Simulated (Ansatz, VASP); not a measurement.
## Ge: VASP beside Ansatz

The input INCAR:

```
PREC = Accurate
ENCUT = 520
EDIFF = 1E-7
ISMEAR = 0
SIGMA = 0.15
LREAL = F
LASPH = T
NELM = 60
ALGO = Normal
ISIF = 2
LWAVE = F
LCHARG = F
GGA = PS
NBANDS = 21
```

Contents of KPOINTS:

```
Automatic mesh
0
Gamma
  18 18 18
```

The input POSCAR:

```
Ge
1.0
    0.0000000000      2.8378807263      3.2102106776
    2.8378807263      0.0000000000      3.2102106776
    2.8378807263      2.8378807263      0.0000000000
Ge
2
Direct
    0.5000000000      0.5000000000      0.5000000000
    0.7500000000      0.7500000000      0.7500000000
```

Input for Ansatz:

```yaml
crystal:
  lattice:
    - [0.0, 2.8378807263, 3.2102106776]
    - [2.8378807263, 0.0, 3.2102106776]
    - [2.8378807263, 2.8378807263, 0.0]
  atoms:
    - { symbol: Ge, position: [0.5, 0.5, 0.5] }
    - { symbol: Ge, position: [0.75, 0.75, 0.75] }
basis:
  ecutwfc: 420
kpoints:
  mp_grid: { grid: [18, 18, 18] }
hamiltonian:
  xc: pbesol
scf:
  occupations: { method: gaussian, width: 0.15 }
output:
  forces: true
  stress: true
  eigenvalues: true
```

Change from the starting cell: strain +0.1312 x Voigt [0, 0, 1, 0, 0, 0], atoms carried along.

Alike in both runs: task single point; functional PBEsol; k mesh 18 × 18 × 18; occupations gaussian, width 0.15 eV; no spin polarisation.

|  | VASP | Ansatz |
| --- | --- | --- |
| version | VASP 6.6.1 | Ansatz 0.2.0 |
| potentials or method | VASP PAW PBE potentials, release 64 (Ge_d), cutoff 520 eV | scalar-relativistic, plane waves, PAW |
| valence electrons in the cell | 28 | 28 |

VASP gave:

| Item | Value |
| --- | --- |
| gap on the k mesh at the Fermi level (eV) | none |
| pressure (GPa) | -6.0 |
| traceless stress, the component that is largest in VASP (GPa) | -5.61 |

What did Ansatz give for the same quantities?

gap on the k mesh at the Fermi level (eV): none; pressure (GPa): -6.0; traceless stress, the component that is largest in VASP (GPa): -5.59.

VASP's potentials were made for PBE, not for PBEsol. A gap of «none» marks a metal or a gap that the smearing closes. With one functional, cell and mesh, what is left measures potentials, basis and numerics.
